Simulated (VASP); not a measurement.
Wanted: the native input for a VASP 6.6.1 run.

```
Task                   : single point
Functional             : PBE
Potentials or basis    : VASP PAW PBE potentials, release 64 (Ti_sv, Co)
Cutoff                 : 520 eV
k mesh                 : 18 × 18 × 18
Occupations            : gaussian, width 0.1 eV
Spin                   : collinear spin, ferromagnetic start
Starting moments       : [0.0, 1.07] μB
Dipole correction      : no
Further INCAR settings : ALGO = Normal; EDIFF = 1e-07; NBANDS = 22
```

The structure of TiCo lies in POSCAR:

```
TiCo
1.0
    2.8605710108      0.0000000000      0.0000000000
    0.0000000000      2.8605710108      0.0000000000
    0.0000000000      0.0000000000      2.8605710108
Ti Co
1 1
Direct
    0.0000000000      0.0000000000      0.0000000000
    0.5000000000      0.5000000000      0.5000000000
```

The input as run:

INCAR

```
PREC = Accurate
ENCUT = 520
EDIFF = 1E-7
ISMEAR = 0
SIGMA = 0.1
LREAL = F
LASPH = T
NELM = 150
ALGO = Normal
ISIF = 2
LWAVE = F
LCHARG = T
ISPIN = 2
MAGMOM = 0 1.07
LORBIT = 11
LMAXMIX = 4
GGA = PE
LELF = T
LVHAR = T
NBANDS = 22
```

KPOINTS

```
regular mesh
0
Gamma
  18 18 18
```

Potentials or basis: VASP PAW PBE potentials, release 64 (Ti_sv, Co).

The run is started by

```bash
$ cat potpaw_PBE.64/Ti_sv/POTCAR potpaw_PBE.64/Co/POTCAR > POTCAR
$ mpirun -np 1 vasp_std > vasp.out
```

It gave:

The pressure is 26.0 GPa, the net moment is 0.55 μB per cell and the site moments are Ti +0.02; Co +0.54 μB. The valence electrons inside the program's atomic spheres are Ti 10.49; Co 8.53.

Caveat: the cell stands under pressure.

Wall time 9.2 min on 1 thread of AMD EPYC 7R13 (shared host), peak memory 0.26 GiB.
